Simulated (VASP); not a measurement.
# TaSi6 (Pm-3m) in VASP: single point with PBE

Aim: the single point of TaSi6 with PBE.

Everything below comes from runs of VASP 6.6.1. Logs are shortened: lines on timing, memory, paths and dates and some standing lists are left out, and cuts for length are marked.

**1. The cell of the first run**

Symmetry: Pm-3m, No. 221, cubic system. The conventional cell has a = 5.746 Å, b = 5.746 Å, c = 5.746 Å, α = 90.00°, β = 90.00°, γ = 90.00°. Within 5.5 Å of Ta (site symmetry m-3m) lie 24 Si at 4.22 Å. Within 3.1 Å of Si (site symmetry 4mm) lie 5 Si at 2.31 to 2.43 Å.

**2. Single point, PBE**

INCAR

```
SYSTEM = TaSi6
ALGO = Normal
EDIFF = 1E-6
ENCUT = 520
GGA = PE
ISIF = 2
ISMEAR = 0
LASPH = .TRUE.
LCHARG = .FALSE.
LREAL = .FALSE.
LWAVE = .FALSE.
NBANDS = 26
NELM = 80
PREC = Accurate
SIGMA = 0.2
```

KPOINTS

```
k-points
0
G
  4 4 4
  0 0 0
```

POSCAR

```
TaSi6
1.0
    5.7456616495      0.0000000000      0.0000000000
    0.0000000000      5.7456616495      0.0000000000
    0.0000000000      0.0000000000      5.7456616495
Ta Si
1 6
Direct
    0.0000000000      0.0000000000      0.0000000000
    0.5000000000      0.5000000000      0.2008820609
    0.5000000000      0.5000000000      0.7991179391
    0.2008820609      0.5000000000      0.5000000000
    0.7991179391      0.5000000000      0.5000000000
    0.5000000000      0.2008820609      0.5000000000
    0.5000000000      0.7991179391      0.5000000000
```

Potentials or basis: VASP PAW PBE potentials, release 64 (Ta_pv, Si).

Command:

```bash
> cat potpaw_PBE.64/Ta_pv/POTCAR potpaw_PBE.64/Si/POTCAR > POTCAR
> mpirun -np 1 vasp_std > vasp.out
```

OUTCAR:

```text
SYSTEM = TaSi6
   EDIFF = 1E-6
   ENCUT = 520
   GGA = PE
   ISIF = 2
   ISMEAR = 0
   LASPH = .TRUE.
   LREAL = .FALSE.
   NELM = 80
   PREC = Accurate

 ion  position               nearest neighbor table
   1  0.000  0.000  0.000-
   2  0.500  0.500  0.201-   3 2.31   4 2.43   5 2.43   6 2.43   7 2.43
   3  0.500  0.500  0.799-   2 2.31   4 2.43   5 2.43   6 2.43   7 2.43
   4  0.201  0.500  0.500-   5 2.31   3 2.43   2 2.43   6 2.43   7 2.43
   5  0.799  0.500  0.500-   4 2.31   3 2.43   2 2.43   6 2.43   7 2.43
   6  0.500  0.201  0.500-   7 2.31   3 2.43   4 2.43   5 2.43   2 2.43
   7  0.500  0.799  0.500-   6 2.31   3 2.43   4 2.43   5 2.43   2 2.43

  LATTYP: Found a simple cubic cell.
 ALAT       =     5.7456616495

  Lattice vectors:

 A1 = (   5.7456616495,   0.0000000000,   0.0000000000)
 A2 = (   0.0000000000,   5.7456616495,   0.0000000000)
 A3 = (   0.0000000000,   0.0000000000,   5.7456616495)

Analysis of symmetry for initial positions (statically):
=====================================================================
 Subroutine PRICEL returns:
 Original cell was already a primitive cell.

 Routine SETGRP: Setting up the symmetry group for a
 simple cubic supercell.

 Subroutine GETGRP returns: Found 48 space group operations
 (whereof 48 operations were pure point group operations)
 out of a pool of 48 trial point group operations.

The static configuration has the point symmetry O_h .

Analysis of symmetry for dynamics (positions and initial velocities):
=====================================================================
 Subroutine PRICEL returns:
 Original cell was already a primitive cell.

 Routine SETGRP: Setting up the symmetry group for a
 simple cubic supercell.

 Subroutine GETGRP returns: Found 48 space group operations
 (whereof 48 operations were pure point group operations)
 out of a pool of 48 trial point group operations.

The dynamic configuration has the point symmetry O_h .

 Subroutine INISYM returns: Found 48 space group operations
 (whereof 48 operations are pure point group operations),
 and found     1 'primitive' translations

----------------------------------------------------------------------------------------

                                     Primitive cell

  volume of cell :     189.6794

  direct lattice vectors                    reciprocal lattice vectors
     5.745661649  0.000000000  0.000000000     0.174044359  0.000000000  0.000000000
     0.000000000  5.745661649  0.000000000     0.000000000  0.174044359  0.000000000
     0.000000000  0.000000000  5.745661649     0.000000000  0.000000000  0.174044359

  length of vectors
     5.745661649  5.745661649  5.745661649     0.174044359  0.174044359  0.174044359

  position of ions in fractional coordinates (direct lattice)
     0.000000000  0.000000000  0.000000000
     0.500000000  0.500000000  0.200882061
     0.500000000  0.500000000  0.799117939
     0.200882061  0.500000000  0.500000000
     0.799117939  0.500000000  0.500000000
     0.500000000  0.200882061  0.500000000
     0.500000000  0.799117939  0.500000000

  ion indices of the primitive-cell ions
   primitive index   ion index
                 1           1
                 2           2
                 3           3
                 4           4
                 5           5
                 6           6
                 7           7

----------------------------------------------------------------------------------------

 KPOINTS: k-points

Automatic generation of k-mesh.
 Grid dimensions read from file:
 generate k-points for:    4    4    4

 Generating k-lattice:

  Cartesian coordinates                     Fractional coordinates (reciprocal lattice)
     0.043511090  0.000000000  0.000000000     0.250000000  0.000000000  0.000000000
     0.000000000  0.043511090  0.000000000     0.000000000  0.250000000  0.000000000
     0.000000000  0.000000000  0.043511090     0.000000000  0.000000000  0.250000000

  Length of vectors
     0.043511090  0.043511090  0.043511090

  Shift w.r.t. Gamma in fractional coordinates (k-lattice)
     0.000000000  0.000000000  0.000000000

 Subroutine IBZKPT returns following result:
 ===========================================

 Found     10 irreducible k-points:

 Following reciprocal coordinates:
            Coordinates               Weight
  0.000000  0.000000  0.000000      1.000000
  0.250000  0.000000  0.000000      6.000000
  0.500000  0.000000  0.000000      3.000000
  0.250000  0.250000  0.000000     12.000000
  0.500000  0.250000  0.000000     12.000000
  0.500000  0.500000  0.000000      3.000000
  0.250000  0.250000  0.250000      8.000000
  0.500000  0.250000  0.250000     12.000000
  0.500000  0.500000  0.250000      6.000000
  0.500000  0.500000  0.500000      1.000000
   k-points           NKPTS =     10   k-points in BZ     NKDIM =     10   number of bands    NBANDS=     26
   number of dos      NEDOS =    301   number of ions     NIONS =      7
   total plane-waves  NPLWV = 110592
   dimension x,y,z NGX =    48 NGY =   48 NGZ =   48
   dimension x,y,z NGXF=    96 NGYF=   96 NGZF=   96
   ions per type =               1   6
   NGX,Y,Z   is equivalent  to a cutoff of  13.89, 13.89, 13.89 a.u.
   NGXF,Y,Z  is equivalent  to a cutoff of  27.78, 27.78, 27.78 a.u.
 SYSTEM =  TaSi6
   PREC   = accura    normal or accurate (medium, high low for compatibility)
   ISTART =      0    job   : 0-new  1-cont  2-samecut
   ICHARG =      2    charge: 1-file 2-atom 10-const
   ISPIN  =      1    spin polarized calculation?
   LNONCOLLINEAR =      F non collinear calculations
   LSORBIT =      F    spin-orbit coupling
   LASPH  =      T    aspherical Exc in radial PAW
   ENCUT  =  520.0 eV  38.22 Ry    6.18 a.u.  10.68 10.68 10.68*2*pi/ulx,y,z
   NELM   =     80;   NELMIN=  2; NELMDL= -5     # of ELM steps
   EDIFF  = 0.1E-05   stopping-criterion for ELM
   LREAL  =      F    real-space projection
   EDIFFG = 0.1E-04   stopping-criterion for IOM
   NSW    =      0    number of steps for IOM
   IBRION =     -1    ionic relax: 0-MD 1-quasi-New 2-CG
   NFREE  =      0    steps in history (QN), initial steepest desc. (CG)
   ISIF   =      2    stress and relaxation
   ISYM   =      2    0-nonsym 1-usesym 2-fastsym
   POTIM  = 0.5000    time-step for ionic-motion
   TEBEG  =    0.0;   TEEND  =   0.0 temperature during run
   PSTRESS=    0.0 pullay stress
   NELECT =      35.0000    total number of electrons
   NUPDOWN=      -1.0000    fix difference up-down
   EMIN   =  10.00;   EMAX   =-10.00  energy-range for DOS
   EFERMI =   0.00;   METHOD = LEGACY
   ISMEAR =     0;   SIGMA  =   0.20  broadening in eV -4-tet -1-fermi 0-gaus
   EFERMI_NEDOS =   21; number of points for ismear=-14 and -15
   IALGO  =     38    algorithm
   IMIX   =      4    mixing-type and parameters
     AMIX     =   0.40;   BMIX     =  1.00
     AMIX_MAG =   1.60;   BMIX_MAG =  1.00
  volume/ion in A,a.u.               =      27.10       182.86
  Fermi-wavevector in a.u.,A,eV,Ry     =   0.932018  1.761258 11.818794  0.868657
  Thomas-Fermi vector in A             =   2.058572
   LORBIT       =      0    0 simple, 1 ext, 2 COOP (PROOUT), +10 PAW based schemes
   GGA     = PE    functional components
   LHFCALC =     F    Hartree Fock is set to
   AEXX    =    0.0000 exact exchange contribution
   IVDW    =     0    specifies the selected vdW correction
   LEPSILON=     F    determine dielectric tensor
   LRPA    =     F    only Hartree local field effects (RPA)
 non-spin polarized calculation
 Gauss-broadening in eV      SIGMA  =   0.20
  energy-cutoff  :      520.00
  volume of cell :      189.68
 maximum number of plane-waves:      5137
 NGX is ok and might be reduce to    48
   NGX = 21   NGY = 21   NGZ = 21

 number of electron      34.9999997 magnetization

 Free energy of the ion-electron system (eV)
  ---------------------------------------------------
  ext. energy  EPLUGINS =         0.00000000
  ---------------------------------------------------
  free energy    TOTEN  =       -32.09337777 eV

  energy without entropy =      -31.84285141  energy(sigma->0) =      -31.96811459

 E-fermi :   3.7777     XC(G=0):  -8.5832

 val. band max:        3.7589903295   @ k =   0.5000   0.0000   0.0000
 cond. band min:       3.7975261628   @ k =   0.2500   0.2500   0.0000
 fundamental gap:      0.0385358332
 Fermi energy:         3.7776628579

 k-point     1 :       0.0000    0.0000    0.0000
  band No.  band energies     occupation
      1     -32.1671      2.00000
      2     -32.1671      2.00000
      3     -32.1671      2.00000
      4      -9.7450      2.00000
      5      -4.3215      2.00000
      6      -4.3215      2.00000
[... 18 lines left out ...]
     25       4.0999      0.02271
     26       7.1405      0.00000

 k-point     2 :       0.2500    0.0000    0.0000
  band No.  band energies     occupation
      1     -32.1671      2.00000
      2     -32.1671      2.00000
      3     -32.1671      2.00000
      4      -9.6555      2.00000
      5      -5.6003      2.00000
      6      -4.2796      2.00000
[... 18 lines left out ...]
     25       5.2599      0.00000
     26       5.2599      0.00000

 k-point     3 :       0.5000    0.0000    0.0000
  band No.  band energies     occupation
      1     -32.1672      2.00000
      2     -32.1671      2.00000
      3     -32.1671      2.00000
      4      -9.5540      2.00000
      5      -6.1674      2.00000
      6      -4.2353      2.00000
[... 18 lines left out ...]
     25       6.3325      0.00000
     26       7.0902      0.00000

 k-point     4 :       0.2500    0.2500    0.0000
  band No.  band energies     occupation
      1     -32.1671      2.00000
      2     -32.1671      2.00000
      3     -32.1671      2.00000
      4      -9.5637      2.00000
      5      -5.6204      2.00000
      6      -5.4955      2.00000
[... 18 lines left out ...]
     25       4.8929      0.00000
     26       5.5824      0.00000

 k-point     5 :       0.5000    0.2500    0.0000
  band No.  band energies     occupation
      1     -32.1672      2.00000
      2     -32.1671      2.00000
      3     -32.1671      2.00000
      4      -9.4593      2.00000
      5      -6.1331      2.00000
      6      -5.5198      2.00000
[... 18 lines left out ...]
     25       5.4049      0.00000
     26       6.4869      0.00000

 k-point     6 :       0.5000    0.5000    0.0000
  band No.  band energies     occupation
      1     -32.1672      2.00000
      2     -32.1672      2.00000
      3     -32.1671      2.00000
      4      -9.3508      2.00000
      5      -6.0974      2.00000
      6      -6.0974      2.00000
[... 18 lines left out ...]
     25       6.1232      0.00000
     26       6.7182      0.00000

 k-point     7 :       0.2500    0.2500    0.2500
  band No.  band energies     occupation
      1     -32.1671      2.00000
      2     -32.1671      2.00000
      3     -32.1671      2.00000
      4      -9.4689      2.00000
      5      -5.5943      2.00000
      6      -5.5943      2.00000
[... 18 lines left out ...]
     25       4.9006      0.00000
     26       5.4311      0.00000

 k-point     8 :       0.5000    0.2500    0.2500
  band No.  band energies     occupation
      1     -32.1672      2.00000
      2     -32.1671      2.00000
      3     -32.1671      2.00000
      4      -9.3604      2.00000
      5      -6.1034      2.00000
      6      -5.5675      2.00000
[... 18 lines left out ...]
     25       4.9790      0.00000
     26       5.2215      0.00000

 k-point     9 :       0.5000    0.5000    0.2500
  band No.  band energies     occupation
      1     -32.1672      2.00000
      2     -32.1672      2.00000
      3     -32.1671      2.00000
      4      -9.2463      2.00000
      5      -6.0727      2.00000
      6      -6.0727      2.00000
[... 18 lines left out ...]
     25       6.0250      0.00000
     26       6.4401      0.00000

 k-point    10 :       0.5000    0.5000    0.5000
  band No.  band energies     occupation
      1     -32.1672      2.00000
      2     -32.1672      2.00000
      3     -32.1672      2.00000
      4      -9.1245      2.00000
      5      -6.0473      2.00000
      6      -6.0473      2.00000
[... 18 lines left out ...]
     25       5.9244      0.00000
     26       6.3098      0.00000

------------------------ aborting loop because EDIFF is reached ----------------------------------------

  FORCE on cell =-STRESS in cart. coord.  units (eV):
  Direction    XX          YY          ZZ          XY          YZ          ZX
  --------------------------------------------------------------------------------------
  -------------------------------------------------------------------------------------
  Total       -1.8179508     -1.8179508     -1.8179508     -0.0000000      0.0000000     -0.0000000
  in kB      -15.3558044    -15.3558044    -15.3558044     -0.0000000      0.0000000     -0.0000000
  external PRESSURE =     -15.3558044 kB  Pullay stress =       0.0000000 kB

 VOLUME and BASIS-vectors are now :
 -----------------------------------------------------------------------------
  energy-cutoff  :      520.00
  volume of cell :      189.68
      direct lattice vectors                 reciprocal lattice vectors
     5.745661649  0.000000000  0.000000000     0.174044359  0.000000000  0.000000000
     0.000000000  5.745661649  0.000000000     0.000000000  0.174044359  0.000000000
     0.000000000  0.000000000  5.745661649     0.000000000  0.000000000  0.174044359

 POSITION                                       TOTAL-FORCE (eV/Angst)
 -----------------------------------------------------------------------------------
      0.00000      0.00000      0.00000        -0.000000      0.000000     -0.000000
      2.87283      2.87283      1.15420        -0.000000      0.000000     -0.404172
      2.87283      2.87283      4.59146        -0.000000     -0.000000      0.404172
      1.15420      2.87283      2.87283        -0.404172     -0.000000     -0.000000
      4.59146      2.87283      2.87283         0.404172      0.000000     -0.000000
      2.87283      1.15420      2.87283        -0.000000     -0.404172     -0.000000
      2.87283      4.59146      2.87283        -0.000000      0.404172     -0.000000
 -----------------------------------------------------------------------------------
    total drift:                                0.000000     -0.000000     -0.000000

  FREE ENERGIE OF THE ION-ELECTRON SYSTEM (eV)
  ---------------------------------------------------
  free  energy   TOTEN  =       -32.0933777746 eV

  energy  without entropy=      -31.8428514054  energy(sigma->0) =      -31.96811459
```

Run time: 2.8 min. Hardware: 1 thread of AMD EPYC 7R13, shared host; peak memory 0.29 GiB.

Results:

```
Free energy   : -32.0934 eV
Pressure      : -1.5 GPa
Largest force : 0.404 eV/Å
```

Forces on the atoms (eV/Å):
```
Ta   0.000  0.000  0.000
Si   0.000  0.000 -0.404
Si   0.000  0.000  0.404
Si  -0.404  0.000  0.000
Si   0.404  0.000  0.000
Si   0.000 -0.404  0.000
Si   0.000  0.404  0.000
```

Levels at points of the mesh, in eV from the Fermi level:
| k point | band 14 | band 15 | band 16 | band 17 | band 18 | band 19 | band 20 | band 21 |
| --- | --- | --- | --- | --- | --- | --- | --- | --- |
| (0.00, 0.00, 0.00) | -1.42 | -0.42 | -0.42 | -0.42 | -0.06 | -0.06 | 0.23 | 0.23 |
| (0.50, 0.00, 0.00) | -2.04 | -1.38 | -1.36 | -0.62 | -0.62 | -0.02 | 0.24 | 0.87 |
| (0.50, 0.50, 0.00) | -1.66 | -1.11 | -0.61 | -0.61 | -0.60 | 0.13 | 0.18 | 0.36 |
| (0.50, 0.50, 0.50) | -1.69 | -1.59 | -1.59 | -0.56 | 0.10 | 0.10 | 0.10 | 0.28 |

Caveat: spin-orbit coupling is left out, which moves the levels of the heavy elements.
